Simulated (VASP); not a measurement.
Ga2O3:

```
CELL_PARAMETERS angstrom
-2.55454 4.33011 0.03958
-5.04242 0.03848 0.00461
-2.53646 1.49485 4.57824
ATOMIC_POSITIONS crystal
Ga 0.63399 0.65720 0.07933
Ga 0.86593 0.83232 0.42604
Ga 0.34216 0.37172 0.92687
Ga 0.14789 0.14379 0.56827
O 0.73253 0.46609 0.74113
O 0.03822 0.74767 0.77307
O 0.45695 0.04314 0.74373
O 0.25327 0.56341 0.25277
O 0.96209 0.23894 0.24008
O 0.56697 0.93573 0.24871
```

- Program: VASP 6.6.1
- Task: relaxation of cell and atoms
- Functional: PBE
- Potentials or basis: VASP PAW PBE potentials, release 64 (Ga_d, O)
- Cutoff: 600 eV
- k mesh: 4 × 4 × 4
- Occupations: gaussian, width 0.1 eV
- Spin: no spin polarisation

At the start: pressure 6.4 GPa; volume 9.92 Å³/atom.

Problem. Where does the relaxation end?

Solution. Over 12 steps the energy falls by 59.0 meV/atom and the volume is 10.09 Å³/atom (+1.7 %); space group P1 (No. 1, to 0.1 Å) before, R-3c (No. 167, to 0.1 Å).

The path:
| step | energy change (eV) | largest force (eV/Å) | pressure (GPa) | volume (Å³) |
| --- | --- | --- | --- | --- |
| 1 | 0.0000 | 2.5940 | 6.41 | 99.18 |
| 2 | -0.4008 | 0.8486 | -6.68 | 104.95 |
| 3 | -0.4635 | 0.6766 | -3.73 | 103.20 |
| 4 | -0.5553 | 0.3627 | 0.79 | 100.60 |
| 5 | -0.5554 | 0.3602 | 0.93 | 100.54 |
| 6 | -0.5770 | 0.2002 | 0.14 | 100.90 |
| 7 | -0.5798 | 0.2008 | -0.28 | 101.08 |
| 8 | -0.5871 | 0.0782 | 0.02 | 100.92 |
| 9 | -0.5878 | 0.0995 | 0.17 | 100.87 |
| 10 | -0.5896 | 0.0424 | -0.11 | 100.99 |
| 11 | -0.5896 | 0.0480 | -0.17 | 101.01 |
| 12 | -0.5900 | 0.0191 | 0.20 | 100.85 |

Final structure:
```cif
data_structure
_symmetry_space_group_name_H-M 'P 1'
_symmetry_Int_Tables_number 1
_cell_length_a 5.0629
_cell_length_b 5.0618
_cell_length_c 5.4043
_cell_angle_alpha 62.038
_cell_angle_beta 62.049
_cell_angle_gamma 60.003
_cell_volume 100.85
loop_
_atom_site_label
_atom_site_type_symbol
_atom_site_fract_x
_atom_site_fract_y
_atom_site_fract_z
_atom_site_occupancy
Ga1 Ga 0.64409 0.64401 0.06794 1
Ga2 Ga 0.85561 0.85587 0.43237 1
Ga3 Ga 0.35580 0.35588 0.93213 1
Ga4 Ga 0.14421 0.14439 0.56750 1
O1 O 0.75020 0.44690 0.74979 1
O2 O 0.05327 0.75011 0.75018 1
O3 O 0.44733 0.05270 0.75009 1
O4 O 0.24980 0.55307 0.25016 1
O5 O 0.94693 0.24997 0.24972 1
O6 O 0.55275 0.94710 0.25012 1
```
